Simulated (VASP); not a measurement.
## Ge: single point with LDA

The system is Ge.

```
Ge
1.0
     0.00000    2.77797    2.87620
     2.77797    0.00000    2.87620
     2.77797    2.77797    0.00000
Ge
2
Direct
  0.51167 0.48833 0.48833
  0.73833 0.76167 0.76167
```

This cell differs from its parent crystal: atoms displaced along a vibrational mode, the cell strained.

```json
{
  "Program": "VASP 6.6.1",
  "Task": "single point",
  "Functional": "LDA",
  "Potentials or basis": "VASP PAW LDA potentials, release 64 (Ge_d)",
  "Cutoff": "520 eV",
  "k mesh": "14 × 14 × 14",
  "Occupations": "gaussian, width 0.15 eV",
  "Spin": "no spin polarisation"
}
```

The pressure is 0.8 GPa. The largest force is 1.426 eV/Å and the band gap on the k mesh is zero (bands 14 and 15 overlap by 0.50 eV).

Forces on the atoms (eV/Å):
```
Ge   1.426  0.000  0.000
Ge  -1.426  0.000  0.000
```

Stress tensor (GPa, compression positive):
```
 1.14  0.00  0.00
 0.00  1.97 -4.26
 0.00 -4.26 -0.66
```

Levels at points of the mesh, in eV from the Fermi level:
```tsv
k point	band 11	band 12	band 13	band 14	band 15	band 16	band 17	band 18
(0.00, 0.00, 0.00)	-13.12	-0.82	-0.13	-0.01	0.43	1.95	2.29	2.90
(0.50, 0.00, 0.00)	-11.15	-7.51	-2.07	-1.16	-0.25	3.07	3.91	6.72
(0.00, 0.00, 0.50)	-10.83	-8.26	-1.79	-1.28	0.14	3.18	4.21	6.94
(0.50, 0.50, 0.00)	-9.30	-9.30	-3.10	-3.10	0.66	0.66	9.43	9.43
(0.50, 0.00, 0.50)	-9.13	-9.13	-3.34	-3.34	0.37	0.37	9.38	9.38
(0.00, 0.50, 0.50)	-9.54	-8.63	-3.58	-3.21	0.01	0.77	9.06	9.68
```

Wall time 5.3 min on 1 thread of AMD EPYC 9R14 (Zen 4), on a shared host, peak memory 0.55 GiB.

Caveat: the cell differs from its parent crystal (atoms displaced along a vibrational mode, the cell strained); semilocal functionals underestimate gaps, and a narrow one can read as zero; forces of over 1 eV/Å act on the atoms, so gaps and moduli don't describe the material at rest.
